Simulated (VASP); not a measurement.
# Cr (P6/mmm) in VASP: a series of runs

The runs below take Cr through single point, with LDA.

Everything below comes from runs of VASP 6.6.1. Logs are shortened: lines on timing, memory, paths and dates and some standing lists are left out, and cuts for length are marked.

**1. The cell of the first run**

It takes space group P6/mmm (No. 191, hexagonal). Conventional cell: a = 3.978 Å, b = 3.978 Å, c = 2.137 Å, α = 90.00°, β = 90.00°, γ = 120.00°. Within 2.8 Å of Cr (site symmetry 6/mmm) lie 14 Cr at 2.14 to 2.53 Å. Within 2.8 Å of Cr (site symmetry -6m2) lie 11 Cr at 2.14 to 2.53 Å.

This isn't the form of Cr at room conditions, which is bcc.

**2. Single point, LDA (9.76 Å³/atom)**

INCAR

```
PREC     = Accurate       # precision mode
ENCUT    = 700            # plane-wave cutoff, eV
EDIFF    = 1E-6           # SCF threshold, eV
ISMEAR   = -1             # smearing method
SIGMA    = 0.1            # smearing width, eV
LREAL    = F              # projectors in reciprocal space
LASPH    = T              # aspherical terms in the spheres
NELM     = 120            # most SCF steps
ALGO     = Normal         # electronic algorithm
ISIF     = 2              # what is computed and relaxed
LWAVE    = F              # write WAVECAR
LCHARG   = F              # write CHGCAR
NBANDS   = 28             # bands
GGA_COMPAT= F
```

KPOINTS

```
Automatic mesh
0
Gamma
  10 10 16
```

POSCAR

```
Cr
1.0
    3.9783193456      0.0000000000      0.0000000000
   -1.9891596728      3.4453256177      0.0000000000
    0.0000000000      0.0000000000      2.1370117842
Cr
3
Direct
    1.0000000000      0.0000000000      0.0000000000
    0.3333333333      0.6666666667      0.5000000000
    0.6666666667      0.3333333333      0.5000000000
```

Potentials or basis: VASP PAW LDA potentials, release 64 (Cr_sv).

Started as:

```sh
$ cat potpaw_LDA.64/Cr_sv/POTCAR > POTCAR
$ mpirun -np 1 vasp_std > vasp.out
```

OUTCAR:

```text
PREC = Accurate
   ENCUT = 700
   EDIFF = 1E-6
   ISMEAR = -1
   LREAL = F
   LASPH = T
   NELM = 120
   ISIF = 2

 ion  position               nearest neighbor table
   1  0.000  0.000  0.000-   2 2.53   3 2.53   2 2.53   3 2.53   3 2.53   3 2.53   2 2.53   2 2.53
                             3 2.53   3 2.53   2 2.53   2 2.53
   2  0.333  0.667  0.500-   3 2.30   3 2.30   3 2.30   1 2.53   1 2.53   1 2.53   1 2.53   1 2.53
                             1 2.53
   3  0.667  0.333  0.500-   2 2.30   2 2.30   2 2.30   1 2.53   1 2.53   1 2.53   1 2.53   1 2.53
                             1 2.53

  LATTYP: Found a hexagonal cell.
 ALAT       =     3.9783193456
 C/A-ratio  =     0.5371644653

  Lattice vectors:

 A1 = (   3.9783193456,   0.0000000000,   0.0000000000)
 A2 = (  -1.9891596728,   3.4453256177,   0.0000000000)
 A3 = (   0.0000000000,   0.0000000000,   2.1370117842)

Analysis of symmetry for initial positions (statically):
=====================================================================
 Subroutine PRICEL returns:
 Original cell was already a primitive cell.

 Routine SETGRP: Setting up the symmetry group for a
 hexagonal supercell.

 Subroutine GETGRP returns: Found 24 space group operations
 (whereof 24 operations were pure point group operations)
 out of a pool of 24 trial point group operations.

The static configuration has the point symmetry D_6h.

Analysis of symmetry for dynamics (positions and initial velocities):
=====================================================================
 Subroutine PRICEL returns:
 Original cell was already a primitive cell.

 Routine SETGRP: Setting up the symmetry group for a
 hexagonal supercell.

 Subroutine GETGRP returns: Found 24 space group operations
 (whereof 24 operations were pure point group operations)
 out of a pool of 24 trial point group operations.

The dynamic configuration has the point symmetry D_6h.

 Subroutine INISYM returns: Found 24 space group operations
 (whereof 24 operations are pure point group operations),
 and found     1 'primitive' translations

----------------------------------------------------------------------------------------

                                     Primitive cell

  volume of cell :      29.2912

  direct lattice vectors                    reciprocal lattice vectors
     3.978319346  0.000000000  0.000000000     0.251362425  0.145124164  0.000000000
    -1.989159673  3.445325618  0.000000000     0.000000000  0.290248328  0.000000000
     0.000000000  0.000000000  2.137011784     0.000000000  0.000000000  0.467943138

  length of vectors
     3.978319346  3.978319346  2.137011784     0.290248328  0.290248328  0.467943138

  position of ions in fractional coordinates (direct lattice)
     0.000000000  0.000000000  0.000000000
     0.333333333  0.666666667  0.500000000
     0.666666667  0.333333333  0.500000000

  ion indices of the primitive-cell ions
   primitive index   ion index
                 1           1
                 2           2
                 3           3

----------------------------------------------------------------------------------------

 KPOINTS: Automatic mesh

Automatic generation of k-mesh.
 Grid dimensions read from file:
 generate k-points for:   10   10   16

 Generating k-lattice:

  Cartesian coordinates                     Fractional coordinates (reciprocal lattice)
     0.025136243  0.014512416  0.000000000     0.100000000  0.000000000  0.000000000
     0.000000000  0.029024833  0.000000000     0.000000000  0.100000000  0.000000000
     0.000000000  0.000000000  0.029246446     0.000000000  0.000000000  0.062500000

  Length of vectors
     0.029024833  0.029024833  0.029246446

  Shift w.r.t. Gamma in fractional coordinates (k-lattice)
     0.000000000  0.000000000  0.000000000

 Subroutine IBZKPT returns following result:
 ===========================================

 Found    126 irreducible k-points:

 Following reciprocal coordinates:
            Coordinates               Weight
  0.000000  0.000000  0.000000      1.000000
  0.100000 -0.000000  0.000000      6.000000
  0.200000 -0.000000  0.000000      6.000000
  0.300000  0.000000  0.000000      6.000000
  0.400000 -0.000000  0.000000      6.000000
  0.500000 -0.000000  0.000000      3.000000
[... 16 lines left out ...]
  0.300000  0.100000  0.062500     24.000000
  0.400000  0.100000  0.062500     24.000000
 [... further k-points ...]
   k-points           NKPTS =    126   k-points in BZ     NKDIM =    126   number of bands    NBANDS=     28
   number of dos      NEDOS =    301   number of ions     NIONS =      3
   total plane-waves  NPLWV =  23328
   dimension x,y,z NGX =    36 NGY =   36 NGZ =   18
   dimension x,y,z NGXF=    72 NGYF=   72 NGZF=   36
   ions per type =               3
   NGX,Y,Z   is equivalent  to a cutoff of  15.04, 15.04, 14.00 a.u.
   NGXF,Y,Z  is equivalent  to a cutoff of  30.09, 30.09, 28.01 a.u.
 SYSTEM =  unknown system
   PREC   = accura    normal or accurate (medium, high low for compatibility)
   ISTART =      0    job   : 0-new  1-cont  2-samecut
   ICHARG =      2    charge: 1-file 2-atom 10-const
   ISPIN  =      1    spin polarized calculation?
   LNONCOLLINEAR =      F non collinear calculations
   LSORBIT =      F    spin-orbit coupling
   LASPH  =      T    aspherical Exc in radial PAW
   ENCUT  =  700.0 eV  51.45 Ry    7.17 a.u.   8.58  8.58  4.61*2*pi/ulx,y,z
   NELM   =    120;   NELMIN=  2; NELMDL= -5     # of ELM steps
   EDIFF  = 0.1E-05   stopping-criterion for ELM
   LREAL  =      F    real-space projection
   EDIFFG = 0.1E-04   stopping-criterion for IOM
   NSW    =      0    number of steps for IOM
   IBRION =     -1    ionic relax: 0-MD 1-quasi-New 2-CG
   NFREE  =      0    steps in history (QN), initial steepest desc. (CG)
   ISIF   =      2    stress and relaxation
   ISYM   =      2    0-nonsym 1-usesym 2-fastsym
   POTIM  = 0.5000    time-step for ionic-motion
   TEBEG  =    0.0;   TEEND  =   0.0 temperature during run
   PSTRESS=    0.0 pullay stress
   NELECT =      42.0000    total number of electrons
   NUPDOWN=      -1.0000    fix difference up-down
   EMIN   =  10.00;   EMAX   =-10.00  energy-range for DOS
   EFERMI =   0.00;   METHOD = LEGACY
   ISMEAR =    -1;   SIGMA  =   0.10  broadening in eV -4-tet -1-fermi 0-gaus
   EFERMI_NEDOS =   21; number of points for ismear=-14 and -15
   IALGO  =     38    algorithm
   IMIX   =      4    mixing-type and parameters
     AMIX     =   0.40;   BMIX     =  1.00
     AMIX_MAG =   1.60;   BMIX_MAG =  1.00
  volume/ion in A,a.u.               =       9.76        65.89
  Fermi-wavevector in a.u.,A,eV,Ry     =   1.846059  3.488546 46.367770  3.407935
  Thomas-Fermi vector in A             =   2.897188
   LORBIT       =      0    0 simple, 1 ext, 2 COOP (PROOUT), +10 PAW based schemes
   GGA     = CA    functional components
   LHFCALC =     F    Hartree Fock is set to
   AEXX    =    0.0000 exact exchange contribution
   IVDW    =     0    specifies the selected vdW correction
   LEPSILON=     F    determine dielectric tensor
   LRPA    =     F    only Hartree local field effects (RPA)
 non-spin polarized calculation
  energy-cutoff  :      700.00
  volume of cell :       29.29
 maximum number of plane-waves:      1275
 NGX is ok and might be reduce to    36
   NGX = 17   NGY = 17   NGZ =  9

 number of electron      42.0000018 magnetization

 Free energy of the ion-electron system (eV)
  ---------------------------------------------------
  ext. energy  EPLUGINS =         0.00000000
  ---------------------------------------------------
  free energy    TOTEN  =       -30.56739376 eV

  energy without entropy =      -30.44016508  energy(sigma->0) =      -30.50377942

 E-fermi :  16.6309     XC(G=0): -15.0526

 val. band max:       16.6297470350   @ k =   0.2000   0.1000   0.1875
 cond. band min:      16.6318767453   @ k =   0.1000  -0.0000   0.2500
 fundamental gap:      0.0021297103
 Fermi energy:        16.6308550401

 k-point     1 :       0.0000    0.0000    0.0000
  band No.  band energies     occupation
      1     -54.4418      2.00000
      2     -54.1357      2.00000
      3     -53.9818      2.00000
      4     -26.3176      2.00000
      5     -26.3176      2.00000
      6     -26.2243      2.00000
[... 20 lines left out ...]
     27      20.0445      0.00000
     28      20.0445      0.00000

 k-point     2 :       0.1000   -0.0000    0.0000
  band No.  band energies     occupation
      1     -54.4317      2.00000
      2     -54.1391      2.00000
      3     -53.9888      2.00000
      4     -26.4173      2.00000
      5     -26.3948      2.00000
      6     -26.1154      2.00000
[... 20 lines left out ...]
     27      19.9478      0.00000
     28      20.0276      0.00000

 k-point     3 :       0.2000   -0.0000    0.0000
  band No.  band energies     occupation
      1     -54.4033      2.00000
      2     -54.1488      2.00000
      3     -54.0088      2.00000
      4     -26.5338      2.00000
      5     -26.4393      2.00000
      6     -25.9723      2.00000
[... 20 lines left out ...]
     27      19.6818      0.00000
     28      19.9763      0.00000

 k-point     4 :       0.3000    0.0000    0.0000
  band No.  band energies     occupation
      1     -54.3614      2.00000
      2     -54.1637      2.00000
      3     -54.0374      2.00000
      4     -26.6252      2.00000
      5     -26.4063      2.00000
      6     -25.8399      2.00000
[... 20 lines left out ...]
     27      19.3285      0.00000
     28      19.8887      0.00000

 k-point     5 :       0.4000   -0.0000    0.0000
  band No.  band energies     occupation
      1     -54.3163      2.00000
      2     -54.1830      2.00000
      3     -54.0646      2.00000
      4     -26.6830      2.00000
      5     -26.2956      2.00000
      6     -25.9204      2.00000
[... 20 lines left out ...]
     27      19.4723      0.00000
     28      19.7520      0.00000

 k-point     6 :       0.5000   -0.0000    0.0000
  band No.  band energies     occupation
      1     -54.2920      2.00000
      2     -54.1963      2.00000
      3     -54.0761      2.00000
      4     -26.7028      2.00000
      5     -26.1227      2.00000
      6     -26.1220      2.00000
[... 463 lines left out ...]
      5     -26.4430      2.00000
      6     -25.9859      2.00000
[... 20 lines left out ...]
     27      19.6134      0.00000
     28      19.8590      0.00000

 k-point    22 :       0.2000    0.1000    0.0625
  band No.  band energies     occupation
      1     -54.3599      2.00000
      2     -54.1435      2.00000
      3     -54.0125      2.00000
      4     -26.5463      2.00000
      5     -26.4503      2.00000
      6     -25.8708      2.00000
[... 20 lines left out ...]
     27      19.2715      0.00000
     28      19.7857      0.00000

 k-point    23 :       0.3000    0.1000    0.0625
  band No.  band energies     occupation
      1     -54.3168      2.00000
      2     -54.1578      2.00000
      3     -54.0428      2.00000
      4     -26.6122      2.00000
      5     -26.3778      2.00000
      6     -25.8635      2.00000
[... 20 lines left out ...]
     27      19.3243      0.00000
     28      19.6721      0.00000

 k-point    24 :       0.4000    0.1000    0.0625
  band No.  band energies     occupation
      1     -54.2804      2.00000
      2     -54.1726      2.00000
      3     -54.0652      2.00000
      4     -26.6475      2.00000
      5     -26.2361      2.00000
      6     -26.0457      2.00000
[... 20 lines left out ...]
     27      19.5070      0.00000
     28      19.6396      0.00000

 [... further k-points ...]

------------------------ aborting loop because EDIFF is reached ----------------------------------------

  FORCE on cell =-STRESS in cart. coord.  units (eV):
  Direction    XX          YY          ZZ          XY          YZ          ZX
  --------------------------------------------------------------------------------------
  -------------------------------------------------------------------------------------
  Total        8.0452630      8.0452630      8.9319692      0.0000000      0.0000000      0.0000000
  in kB      440.0621315    440.0621315    488.5634444      0.0000000      0.0000000      0.0000000
  external PRESSURE =     456.2292358 kB  Pullay stress =       0.0000000 kB

 VOLUME and BASIS-vectors are now :
 -----------------------------------------------------------------------------
  energy-cutoff  :      700.00
  volume of cell :       29.29
      direct lattice vectors                 reciprocal lattice vectors
     3.978319346  0.000000000  0.000000000     0.251362425  0.145124164  0.000000000
    -1.989159673  3.445325618  0.000000000     0.000000000  0.290248328  0.000000000
     0.000000000  0.000000000  2.137011784     0.000000000  0.000000000  0.467943138

 POSITION                                       TOTAL-FORCE (eV/Angst)
 -----------------------------------------------------------------------------------
      0.00000      0.00000      0.00000         0.000000      0.000000     -0.000000
     -0.00000      2.29688      1.06851         0.000000      0.000000      0.000000
      1.98916      1.14844      1.06851        -0.000000      0.000000     -0.000000
 -----------------------------------------------------------------------------------
    total drift:                                0.000000      0.000000     -0.000000

  FREE ENERGIE OF THE ION-ELECTRON SYSTEM (eV)
  ---------------------------------------------------
  free  energy   TOTEN  =       -30.5673937581 eV

  energy  without entropy=      -30.4401650767  energy(sigma->0) =      -30.50377942
```

Run time: 2 min. Hardware: 1 thread of Intel Xeon Platinum 8259CL at 2.50GHz (Skylake/Cascade Lake), shared host; peak memory 0.23 GiB.

What came out:

```
Free energy            : -30.5674 eV
Pressure               : 45.6 GPa
Band gap on the k mesh : zero (bands 21 and 22 overlap by 1.46 eV)
```

Stress tensor (GPa, compression positive):
```
44.01  0.00  0.00
 0.00 44.01  0.00
 0.00  0.00 48.86
```

Caveat: the cell stands under pressure; the run has no spin polarisation, though such a crystal can be magnetic. Spin polarisation is off, so any magnetic state and its effect on volume and gap are missing.

**3. Single point, LDA (10.21 Å³/atom)**

This run uses another cell than the first one, of 10.21 Å³/atom.

INCAR

```
  ALGO = Normal
  EDIFF = 1E-6
  ENCUT = 700
  GGA = CA
  GGA_COMPAT = F
  ISIF = 2
  ISMEAR = -1
  LASPH = T
  LCHARG = F
  LREAL = F
  LWAVE = F
  NBANDS = 28
  NELM = 120
  PREC = Accurate
  SIGMA = 0.1
```

KPOINTS

```
k-points
0
Gamma
  10 10 16
```

POSCAR

```
Cr
1.0
    4.0377060017      0.0000000000      0.0000000000
   -2.0188530008      3.4967559705      0.0000000000
    0.0000000000      0.0000000000      2.1689121856
Cr
3
Direct
    1.0000000000      0.0000000000      0.0000000000
    0.3333333333      0.6666666667      0.5000000000
    0.6666666667      0.3333333333      0.5000000000
```

Potentials or basis: VASP PAW LDA potentials, release 64 (Cr_sv).

Started as:

```sh
$ cat potpaw_LDA.64/Cr_sv/POTCAR > POTCAR
$ mpirun -np 1 vasp_std > vasp.out
```

Run time: 2.2 min. Hardware: 1 thread of Intel Xeon Platinum 8259CL at 2.50GHz (Skylake/Cascade Lake), shared host; peak memory 0.23 GiB.

It converged, with:

* Free energy: -30.8706 eV
* Pressure: 27.0 GPa
* Band gap on the k mesh: zero (bands 21 and 22 overlap by 1.28 eV)

Stress tensor (GPa, compression positive):
```
25.92  0.00  0.00
 0.00 25.92  0.00
 0.00  0.00 29.24
```

Levels at points of the mesh, in eV from the Fermi level:
```
           k point  band 18  band 19  band 20  band 21  band 22  band 23  band 24  band 25
(0.00, 0.00, 0.00)    -2.40    -2.40    -2.25    -0.48    -0.48     1.58     1.58     1.64
(0.50, 0.00, 0.00)    -2.47    -2.20    -2.08     0.79     0.89     1.65     1.75     1.82
(0.00, 0.00, 0.50)    -1.60    -1.24    -1.24     0.10     0.10     1.85     1.85     2.36
(0.50, 0.00, 0.50)    -1.72    -1.69    -0.21    -0.16     1.04     1.35     1.81     1.87
```

Caveat: the cell stands under pressure; the run has no spin polarisation, though such a crystal can be magnetic.
